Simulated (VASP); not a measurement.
# CaB3 in VASP: further runs

The runs below take CaB3 through single point, with PBE.

Program: VASP 6.6.1. These are calculated values, not measurements. Logs are shortened: lines on timing, memory, paths and dates and some standing lists are left out, and cuts for length are marked.

## 1. The cell of the first run

The structure is orthorhombic, space group Immm (No. 71). The conventional cell has a = 3.033 Å, b = 5.788 Å, c = 6.022 Å, α = 90.00°, β = 90.00°, γ = 90.00°. Ca (site symmetry mmm) has 14 B at 2.68 to 3.27 Å and 2 Ca at 3.03 Å within 3.5 Å. Within 2.1 Å of B (site symmetry mm2) lie 3 B at 1.61 to 1.72 Å. B (site symmetry mmm) has 4 B at 1.72 Å within 2.3 Å.

The cell was generated, and may not be a known phase.

## 2. Single point, PBE

Contents of INCAR:

```
SYSTEM = CaB3
PREC     = Accurate       ! precision mode
ENCUT    = 520            ! plane-wave cutoff, eV
EDIFF    = 1E-6           ! SCF threshold, eV
ISMEAR   = 0              ! smearing method
SIGMA    = 0.1            ! smearing width, eV
LREAL    = .False.        ! projectors in reciprocal space
LASPH    = .True.         ! aspherical terms in the spheres
NELM     = 80             ! most SCF steps
ALGO     = Normal         ! electronic algorithm
ISIF     = 2              ! what is computed and relaxed
LWAVE    = .False.        ! write WAVECAR
LCHARG   = .False.        ! write CHGCAR
GGA      = PE             ! functional
NBANDS   = 18             ! bands
```

Contents of KPOINTS:

```
Automatic mesh
0
Gamma
  18 18 18
  0 0 0
```

Contents of POSCAR:

```
CaB3
1.0
   -1.5162627803      2.8940412844      3.0110817220
    1.5162627803     -2.8940412844      3.0110817220
    1.5162627803      2.8940412844     -3.0110817220
Ca B
1 3
Direct
    0.0000000000      0.0000000000      0.0000000000
    0.6338189664      0.1338189664      0.5000000000
    0.3661810336      0.8661810336      0.5000000000
    0.5000000000      0.5000000000      0.0000000000
```

Potentials or basis: VASP PAW PBE potentials, release 64 (Ca_sv, B).

Launch:

```sh
$ cat potpaw_PBE.64/Ca_sv/POTCAR potpaw_PBE.64/B/POTCAR > POTCAR
$ mpirun -np 1 vasp_std > vasp.out
```

OUTCAR:

```text
SYSTEM = CaB3
   PREC = Accurate
   ENCUT = 520
   EDIFF = 1E-6
   ISMEAR = 0
   LREAL = .False.
   LASPH = .True.
   NELM = 80
   ISIF = 2
   GGA = PE

 ion  position               nearest neighbor table
   1  0.000  0.000  0.000-
   2  0.634  0.134  0.500-   3 1.61   4 1.72   4 1.72
   3  0.366  0.866  0.500-   2 1.61   4 1.72   4 1.72
   4  0.500  0.500  0.000-   2 1.72   3 1.72   2 1.72   3 1.72

  LATTYP: Found a body centered orthorhombic cell.
 ALAT       =     3.0325255606
 B/A-ratio  =     1.9086673643
 C/A-ratio  =     1.9858574392

  Lattice vectors:

 A1 = (  -1.5162627803,   2.8940412844,   3.0110817220)
 A2 = (   1.5162627803,  -2.8940412844,   3.0110817220)
 A3 = (   1.5162627803,   2.8940412844,  -3.0110817220)

Analysis of symmetry for initial positions (statically):
=====================================================================
 Subroutine PRICEL returns:
 Original cell was already a primitive cell.

 Routine SETGRP: Setting up the symmetry group for a
 body centered orthorhombic supercell.

 Subroutine GETGRP returns: Found  8 space group operations
 (whereof  8 operations were pure point group operations)
 out of a pool of  8 trial point group operations.

The static configuration has the point symmetry D_2h.

Analysis of symmetry for dynamics (positions and initial velocities):
=====================================================================
 Subroutine PRICEL returns:
 Original cell was already a primitive cell.

 Routine SETGRP: Setting up the symmetry group for a
 body centered orthorhombic supercell.

 Subroutine GETGRP returns: Found  8 space group operations
 (whereof  8 operations were pure point group operations)
 out of a pool of  8 trial point group operations.

The dynamic configuration has the point symmetry D_2h.

 Subroutine INISYM returns: Found  8 space group operations
 (whereof  8 operations are pure point group operations),
 and found     1 'primitive' translations

----------------------------------------------------------------------------------------

                                     Primitive cell

  volume of cell :      52.8520

  direct lattice vectors                    reciprocal lattice vectors
    -1.516262780  2.894041284  3.011081722     0.000000000  0.172768786  0.166053281
     1.516262780 -2.894041284  3.011081722     0.329758144  0.000000000  0.166053281
     1.516262780  2.894041284 -3.011081722     0.329758144  0.172768786  0.000000000
[... 77 lines left out ...]
   NGXF,Y,Z  is equivalent  to a cutoff of  26.94, 26.94, 26.94 a.u.
 SYSTEM =  CaB3
   PREC   = accura    normal or accurate (medium, high low for compatibility)
   ISTART =      0    job   : 0-new  1-cont  2-samecut
   ICHARG =      2    charge: 1-file 2-atom 10-const
   ISPIN  =      1    spin polarized calculation?
   LNONCOLLINEAR =      F non collinear calculations
   LSORBIT =      F    spin-orbit coupling
   LASPH  =      T    aspherical Exc in radial PAW
   ENCUT  =  520.0 eV  38.22 Ry    6.18 a.u.   8.26  8.26  8.26*2*pi/ulx,y,z
   NELM   =     80;   NELMIN=  2; NELMDL= -5     # of ELM steps
   EDIFF  = 0.1E-05   stopping-criterion for ELM
   LREAL  =      F    real-space projection
[... 7 lines left out ...]
   TEBEG  =    0.0;   TEEND  =   0.0 temperature during run
   PSTRESS=    0.0 pullay stress
   NELECT =      19.0000    total number of electrons
   NUPDOWN=      -1.0000    fix difference up-down
   EMIN   =  10.00;   EMAX   =-10.00  energy-range for DOS
   EFERMI =   0.00;   METHOD = LEGACY
   ISMEAR =     0;   SIGMA  =   0.10  broadening in eV -4-tet -1-fermi 0-gaus
   EFERMI_NEDOS =   21; number of points for ismear=-14 and -15
   IALGO  =     38    algorithm
   IMIX   =      4    mixing-type and parameters
     AMIX     =   0.40;   BMIX     =  1.00
     AMIX_MAG =   1.60;   BMIX_MAG =  1.00
  volume/ion in A,a.u.               =      13.21        89.17
  Fermi-wavevector in a.u.,A,eV,Ry     =   1.164051  2.199738 18.436104  1.355015
  Thomas-Fermi vector in A             =   2.300594
   LORBIT       =      0    0 simple, 1 ext, 2 COOP (PROOUT), +10 PAW based schemes
   GGA     = PE    functional components
   LHFCALC =     F    Hartree Fock is set to
   AEXX    =    0.0000 exact exchange contribution
   IVDW    =     0    specifies the selected vdW correction
   LEPSILON=     F    determine dielectric tensor
   LRPA    =     F    only Hartree local field effects (RPA)
 non-spin polarized calculation
 Gauss-broadening in eV      SIGMA  =   0.10
  energy-cutoff  :      520.00
  volume of cell :       52.85
 maximum number of plane-waves:      1449
 NGX is ok and might be reduce to    36

 number of electron      19.0000001 magnetization

 Free energy of the ion-electron system (eV)
  ---------------------------------------------------
  ext. energy  EPLUGINS =         0.00000000
  ---------------------------------------------------
  free energy    TOTEN  =       -21.34619822 eV

  energy without entropy =      -21.34279403  energy(sigma->0) =      -21.34449612

 E-fermi :   3.6932     XC(G=0): -10.0089

 val. band max:        3.6917729035   @ k =  -0.2222   0.3889   0.0556
 cond. band min:       3.6948496341   @ k =  -0.1667   0.2778   0.1111
 fundamental gap:      0.0030767305
 Fermi energy:         3.6932120377

 k-point     1 :       0.0000    0.0000    0.0000
  band No.  band energies     occupation
      1     -36.4958      2.00000
      2     -17.5816      2.00000
      3     -17.4390      2.00000
      4     -17.2335      2.00000
      5      -8.8134      2.00000
      6      -0.6019      2.00000
[... 481 lines left out ...]
      5      -8.5954      2.00000
      6      -1.7306      2.00000
[... 10 lines left out ...]
     17      10.3138      0.00000
     18      10.9125      0.00000

 [... further k-points ...]
[... 5 lines left out ...]
  --------------------------------------------------------------------------------------
  -------------------------------------------------------------------------------------
  Total        0.0464898      0.0024326      0.0955345      0.0000000      0.0000000      0.0000000
  in kB        1.4093094      0.0737417      2.8960714      0.0000000      0.0000000      0.0000000
  external PRESSURE =       1.4597075 kB  Pullay stress =       0.0000000 kB

 VOLUME and BASIS-vectors are now :
 -----------------------------------------------------------------------------
  energy-cutoff  :      520.00
  volume of cell :       52.85
      direct lattice vectors                 reciprocal lattice vectors
    -1.516262780  2.894041284  3.011081722     0.000000000  0.172768786  0.166053281
     1.516262780 -2.894041284  3.011081722     0.329758144  0.000000000  0.166053281
     1.516262780  2.894041284 -3.011081722     0.329758144  0.172768786  0.000000000

 POSITION                                       TOTAL-FORCE (eV/Angst)
 -----------------------------------------------------------------------------------
      0.00000      0.00000      0.00000         0.000000     -0.000000     -0.000000
      0.00000      2.89404      0.80588         0.000000     -0.000000      0.009501
      1.51626     -0.00000      2.20520        -0.000000      0.000000     -0.009501
      0.00000      0.00000      3.01108         0.000000     -0.000000      0.000000
 -----------------------------------------------------------------------------------
    total drift:                               -0.000000      0.000000      0.000000

  FREE ENERGIE OF THE ION-ELECTRON SYSTEM (eV)
  ---------------------------------------------------
  free  energy   TOTEN  =       -21.3461982154 eV

  energy  without entropy=      -21.3427940288  energy(sigma->0) =      -21.34449612
```

OSZICAR:

```text
N       E                     dE             d eps       ncg     rms          rms(c)
DAV:   1     0.107873933597E+03    0.10787E+03   -0.87005E+03 31148   0.961E+02
DAV:   2    -0.184597573197E+02   -0.12633E+03   -0.12185E+03 36658   0.249E+02
DAV:   3    -0.230899266336E+02   -0.46302E+01   -0.45829E+01 45042   0.450E+01
DAV:   4    -0.232605583271E+02   -0.17063E+00   -0.17040E+00 45914   0.677E+00
DAV:   5    -0.232626942360E+02   -0.21359E-02   -0.21356E-02 44102   0.776E-01    0.719E+00
DAV:   6    -0.215927829468E+02    0.16699E+01   -0.25474E+00 40120   0.683E+00    0.353E+00
DAV:   7    -0.213499570249E+02    0.24283E+00   -0.10063E+00 41748   0.450E+00    0.113E+00
DAV:   8    -0.213476368361E+02    0.23202E-02   -0.14112E-01 41548   0.225E+00    0.258E-01
DAV:   9    -0.213460137417E+02    0.16231E-02   -0.12903E-02 41496   0.684E-01    0.907E-02
DAV:  10    -0.213461704177E+02   -0.15668E-03   -0.14511E-03 41322   0.206E-01    0.524E-02
DAV:  11    -0.213462035145E+02   -0.33097E-04   -0.23967E-04 40718   0.903E-02    0.183E-02
DAV:  12    -0.213461982988E+02    0.52157E-05   -0.60275E-05 41770   0.434E-02    0.477E-03
DAV:  13    -0.213461982154E+02    0.83456E-07   -0.35622E-06 35542   0.103E-02
   1 F= -.21346198E+02 E0= -.21344496E+02  d E =-.340419E-02
```

stdout:

```text
POSCAR found type information on POSCAR CaB
 POSCAR found :  2 types and       4 ions
 scaLAPACK will be used
 LDA part: xc-table for (Slater+PW92), standard interpolation
 POSCAR, INCAR and KPOINTS ok, starting setup
 FFT: planning ... GRIDC
 FFT: planning ... GRID_SOFT
 FFT: planning ... GRID
 WAVECAR not read
 entering main loop
```

Run time: 7.9 min. Hardware: 1 thread of Intel Xeon Platinum 8559C (Emerald Rapids), shared host; peak memory 0.83 GiB.

What came out:

```
Free energy            : -21.3462 eV
Pressure               : 0.1 GPa
Largest force          : 0.010 eV/Å
Band gap on the k mesh : zero (an odd number of electrons rules out a gap without spin polarisation)
```

Forces in eV/Å, atoms in the order of the input:
```
Ca   0.000  0.000  0.000
B    0.000  0.000  0.010
B    0.000  0.000 -0.010
B    0.000  0.000  0.000
```

Caveat: an odd number of electrons without spin polarisation forces a metal; a magnetic or distorted state may lie lower.

## 3. Single point, PBE

This run uses another cell than the first one: it holds 8 atoms, not 4.

Contents of INCAR:

```
SYSTEM = CaB3
ALGO = Normal
EDIFF = 1E-6
ENCUT = 520
GGA = PE
ISIF = 2
ISMEAR = 0
LASPH = .TRUE.
LCHARG = .FALSE.
LREAL = .FALSE.
LWAVE = .FALSE.
NBANDS = 29
NELM = 60
PREC = Accurate
SIGMA = 0.1
```

Contents of KPOINTS:

```
k-points
0
G
  4 4 6
  0 0 0
```

Contents of POSCAR:

```
CaB3
1.0
    6.0012304469      0.0000000000      0.0000000000
    0.0000000000      5.8231829037      0.0000000000
    0.0000000000      0.0000000000      3.0397143799
Ca B
2 6
Direct
    0.5000000000      0.5000000000      0.4796884771
    0.0000000000      0.0000000000     -0.0203115229
    0.1346523700      0.4999782525     -0.0203094360
    0.8653476300      0.5000217475     -0.0203094360
    0.3653476300      0.9999782525      0.4796905640
    0.6346523700      0.0000217475      0.4796905640
    0.5000000000      0.0000000000      0.9796908599
    0.0000000000      0.5000000000      0.4796908599
```

Potentials or basis: VASP PAW PBE potentials, release 64 (Ca_sv, B).

Launch:

```sh
$ cat potpaw_PBE.64/Ca_sv/POTCAR potpaw_PBE.64/B/POTCAR > POTCAR
$ mpirun -np 1 vasp_std > vasp.out
```

It took 64 s on 1 thread of Oxide Virtual Turin-like, shared host; peak memory 0.24 GiB.

The run converged. Its results:

| Property | Result |
| --- | --- |
| Free energy | -42.7200 eV |
| Pressure | 0.2 GPa |
| Largest force | 0.014 eV/Å |
| Band gap on the k mesh | zero (bands 19 and 20 overlap by 3.08 eV) |

Forces in eV/Å, atoms in the order of the input:
```
Ca   0.000  0.000  0.000
Ca   0.000  0.000  0.000
B    0.014  0.000  0.000
B   -0.014  0.000  0.000
B   -0.014  0.000  0.000
B    0.014  0.000  0.000
B    0.000  0.000  0.000
B    0.000  0.000  0.000
```

Stress tensor (GPa, compression positive):
```
0.37 0.00 0.00
0.00 0.04 0.00
0.00 0.00 0.14
```

Levels at points of the mesh, in eV from the Fermi level:
| k point | band 15 | band 16 | band 17 | band 18 | band 19 | band 20 | band 21 | band 22 | band 23 | band 24 |
| --- | --- | --- | --- | --- | --- | --- | --- | --- | --- | --- |
| (0.00, 0.00, 0.00) | -3.42 | -2.81 | -2.67 | -1.52 | -0.40 | 2.04 | 2.74 | 3.90 | 3.91 | 4.65 |
| (0.50, 0.00, 0.00) | -3.52 | -3.52 | -0.42 | -0.42 | 1.22 | 1.22 | 2.27 | 2.27 | 4.32 | 4.32 |
| (0.00, 0.50, 0.00) | -3.49 | -3.49 | -1.42 | -1.42 | 2.14 | 2.14 | 2.32 | 2.32 | 4.26 | 4.26 |
| (0.50, 0.50, 0.00) | -3.53 | -3.53 | -0.97 | -0.97 | 1.47 | 1.47 | 3.15 | 3.15 | 4.61 | 4.61 |
| (0.00, 0.00, 0.50) | -1.88 | -1.88 | -1.31 | -1.31 | 0.02 | 0.02 | 0.67 | 0.67 | 2.81 | 2.81 |
| (0.50, 0.00, 0.50) | -1.74 | -1.74 | -0.87 | -0.87 | -0.64 | -0.64 | -0.63 | -0.63 | 4.02 | 4.02 |
| (0.00, 0.50, 0.50) | -2.58 | -2.58 | -1.23 | -1.23 | -0.80 | -0.80 | 1.83 | 1.83 | 3.24 | 3.24 |
| (0.50, 0.50, 0.50) | -2.21 | -2.21 | -1.13 | -1.13 | -0.94 | -0.94 | 1.19 | 1.19 | 2.32 | 2.32 |
